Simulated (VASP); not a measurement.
Wanted: the native input for a VASP 6.6.1 run.

```yaml
Task: single point
Functional: PBE
Potentials_or_basis: VASP PAW PBE potentials, release 64 (O, Co, Pd)
Cutoff: 520 eV
k_mesh: 11 × 11 × 1
Occupations: fermi-dirac, width 0.05 eV
Spin: collinear spin, ferromagnetic start
Starting_moments: "[0.0, 0.0, 0.0, 0.0, 0.56, 0.65, 0.0] μB"
Dipole_correction: yes
Further_INCAR_settings: ALGO = Normal; EDIFF = 1e-06; NBANDS = 39
```

The structure of Co2PdO4 lies in POSCAR:

```
Co2PdO4
1.0
    2.8449990154      0.0000000000      0.0000000000
   -1.4224995077      2.4638414211      0.0000000000
    0.0000000000      0.0000000000     22.9095160000
O Co Pd
4 2 1
Direct
    0.0000000000      0.0000000000      0.3273748778
    0.6666666667      0.3333333333      0.4124712194
    0.6666666667      0.3333333333      0.5875287806
    0.3333333333      0.6666666667      0.6726251222
    0.3333333333      0.6666666667      0.3699230486
    0.0000000000      0.0000000000      0.6300769514
    0.6666666667      0.3333333333      0.5000000000
```

One way to write it, as run:

INCAR

```
  PREC = Accurate
  ENCUT = 520
  EDIFF = 1E-6
  ISMEAR = -1
  SIGMA = 0.05
  LREAL = False
  LASPH = True
  NELM = 150
  ALGO = Normal
  ISIF = 2
  LWAVE = False
  LCHARG = True
  ISPIN = 2
  MAGMOM = 0 0 0 0 0.56 0.65 0
  LORBIT = 11
  LMAXMIX = 4
  LDIPOL = True
  IDIPOL = 3
  DIPOL = 0.5 0.5 0.500
  GGA = PE
  LELF = True
  LVHAR = True
  LVACPOTAV = True
  NBANDS = 39
```

KPOINTS

```
regular mesh
0
Gamma
  11 11 1
```

Potentials or basis: VASP PAW PBE potentials, release 64 (O, Co, Pd).

Run with:

```console
$ cat potpaw_PBE.64/O/POTCAR potpaw_PBE.64/Co/POTCAR potpaw_PBE.64/Pd/POTCAR > POTCAR
$ mpirun -np 1 vasp_std > vasp.out
```

It gave:

```json
{
  "Largest force": "1.380 eV/Å",
  "Net moment": "0.98 μB per cell",
  "Site moments": "O +0.06, +0.02 (each value once); Co +0.38; Pd +0.02 μB",
  "Valence electrons inside the program's atomic spheres": "O 4.90, 5.00 (each value once); Co 8.33; Pd 9.37"
}
```

It took 11 min on 1 thread of Intel(R) Xeon(R) Platinum 8488C (Sapphire Rapids), with other jobs on the host, peak memory 0.48 GiB.
